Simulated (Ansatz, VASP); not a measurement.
GaAs: VASP beside Ansatz

File INCAR:

```
ALGO     = Normal         # electronic algorithm
EDIFF    = 1E-6           # SCF threshold, eV
ENCUT    = 520            # plane-wave cutoff, eV
GGA      = PE             # functional
ISIF     = 2              # what is computed and relaxed
ISMEAR   = 0              # smearing method
LASPH    = T              # aspherical terms in the spheres
LCHARG   = F              # write CHGCAR
LREAL    = F              # projectors in reciprocal space
LWAVE    = F              # write WAVECAR
NBANDS   = 16             # bands
NELM     = 60             # most SCF steps
PREC     = Accurate       # precision mode
SIGMA    = 0.05           # smearing width, eV
```

The input KPOINTS:

```
k-points
0
Gamma
  10 10 10
```

File POSCAR:

```
GaAs
1.0
    0.0000000000      2.8268500000      2.8551185000
    2.8268500000      0.0000000000      2.8551185000
    2.8268500000      2.8268500000      0.0000000000
Ga As
1 1
Direct
    0.0000000000      0.0000000000      0.0000000000
    0.7500000000      0.7500000000      0.7500000000
```

Input for Ansatz:

```yaml
crystal:
  lattice:
    - [0.0, 2.82685, 2.8551185]
    - [2.82685, 0.0, 2.8551185]
    - [2.82685, 2.82685, 0.0]
  atoms:
    - { symbol: Ga, position: [0.0, 0.0, 0.0] }
    - { symbol: As, position: [0.75, 0.75, 0.75] }
basis:
  ecutwfc: 420
kpoints:
  mp_grid: { grid: [10, 10, 10] }
hamiltonian:
  xc: pbe
scf:
  occupations: { method: gaussian, width: 0.05 }
output:
  forces: true
  stress: true
  eigenvalues: true
  write_density: true
  write_potential: true
  elf: true
  volumetric_format: npy
```

Change from the starting cell: strain +0.0100 x Voigt [0, 0, 1, 0, 0, 0], atoms carried along.

Alike in both runs: task single point; functional PBE; k mesh 10 × 10 × 10; occupations gaussian, width 0.05 eV; no spin polarisation.

|  | VASP | Ansatz |
| --- | --- | --- |
| version | VASP 6.6.1 | Ansatz 0.2.0 |
| potentials or method | VASP PAW PBE potentials, release 64 (Ga_d, As), cutoff 520 eV | scalar-relativistic, plane waves, PAW |
| valence electrons in the cell | 18 | 28 |

VASP gave:

```
gap on the k mesh at the Fermi level (eV)                     : 0.43
least direct gap on the mesh (eV)                             : 0.43
pressure (GPa)                                                : 2.7
traceless stress, the component that is largest in VASP (GPa) : -0.40
```

**Question.** What did Ansatz give for the same quantities?

**Answer.** gap on the k mesh at the Fermi level (eV): 0.42; least direct gap on the mesh (eV): 0.42; pressure (GPa): 2.5; traceless stress, the component that is largest in VASP (GPa): -0.40.

The functional is the same, so the differences come from potentials, cutoffs and numerics. VASP's potentials hold 18 valence electrons a cell and Ansatz's 28, so a difference there can come from the potentials and not from the codes.
